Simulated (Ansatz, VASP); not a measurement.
**Ti: VASP beside Ansatz**

INCAR

```
SYSTEM = Ti
ALGO = Fast
EDIFF = 1E-6
ENCUT = 520
GGA = PE
ISIF = 2
ISMEAR = 0
LASPH = .TRUE.
LCHARG = .FALSE.
LREAL = .FALSE.
LWAVE = .FALSE.
NBANDS = 12
NELM = 100
PREC = Accurate
SIGMA = 0.15
```

The input KPOINTS:

```
k-points
0
G
  22 22 22
  0 0 0
```

The input POSCAR:

```
Ti
1.0
   -1.4251557645      1.4251557645      1.7832974082
    1.4251557645     -1.4251557645      1.7832974082
    1.4251557645      1.4251557645     -1.7832974082
Ti
1
Direct
    0.0000000000      0.0000000000      0.0000000000
```

Input for Ansatz:

```yaml
crystal:
  lattice:
    - [-1.4251557645, 1.4251557645, 1.7832974082]
    - [1.4251557645, -1.4251557645, 1.7832974082]
    - [1.4251557645, 1.4251557645, -1.7832974082]
  atoms:
    - { symbol: Ti, position: [0.0, 0.0, 0.0] }
basis:
  ecutwfc: 520.0
kpoints:
  mp_grid: { grid: [22, 22, 22] }
hamiltonian:
  xc: pbe
  pseudopotentials: { kind: paw, azcp: { folder: soft_1 } }
scf:
  occupations: { method: gaussian, width: 0.15 }
output:
  forces: true
  stress: true
  eigenvalues: true
```

Alike in both runs: task single point; functional PBE; k mesh 22 × 22 × 22; occupations gaussian, width 0.15 eV; no spin polarisation.

```csv
,VASP,Ansatz
version,VASP 6.6.1,Ansatz 0.2.0
potentials or method,"VASP PAW PBE potentials, release 64 (Ti_sv), cutoff 520 eV","scalar-relativistic, plane waves, PAW"
valence electrons in the cell,12,12
```

VASP gave:

| Item | Value |
| --- | --- |
| gap on the k mesh at the Fermi level (eV) | none |
| pressure (GPa) | 25.7 |
| traceless stress, the component that is largest in VASP (GPa) | 1.94 |

Task: Which values does Ansatz return?

Result: gap on the k mesh at the Fermi level (eV): none; pressure (GPa): 26.3; traceless stress, the component that is largest in VASP (GPa): 1.88.

A gap of «none» marks a metal or a gap that the smearing closes.
